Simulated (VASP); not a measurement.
Input of a VASP 6.6.1 run:

Contents of INCAR:

```
PREC = Accurate
ENCUT = 520
EDIFF = 1E-6
ISMEAR = -1
SIGMA = 0.05
LREAL = F
LASPH = T
NELM = 60
ALGO = Normal
ISIF = 2
LWAVE = F
LCHARG = T
GGA = PE
LELF = T
LVHAR = T
NBANDS = 14
```

Contents of KPOINTS:

```
regular mesh
0
Gamma
  15 15 15
```

Contents of POSCAR:

```
HfC
1.0
    0.0000000000      2.3250000000      2.2785000000
    2.3250000000      0.0000000000      2.2785000000
    2.3250000000      2.3250000000      0.0000000000
Hf C
1 1
Direct
    0.5000000000      0.5000000000      0.5000000000
    0.0000000000      0.0000000000      0.0000000000
```

Potentials or basis: VASP PAW PBE potentials, release 64 (Hf_pv, C).

Launch:

```bash
$ cat potpaw_PBE.64/Hf_pv/POTCAR potpaw_PBE.64/C/POTCAR > POTCAR
$ mpirun -np 1 vasp_std > vasp.out
```

(1) Predict the band gap on the k mesh.

(2) Predict the pressure.

Answers

(1) zero (band 7 reaches 7.20 eV, above the bottom of band 8 at 5.55 eV).

(2) 4.7 GPa.

Caveat: the cell differs from its parent crystal (zz strain of -2 %); spin-orbit coupling is left out, which moves the levels of the heavy elements.
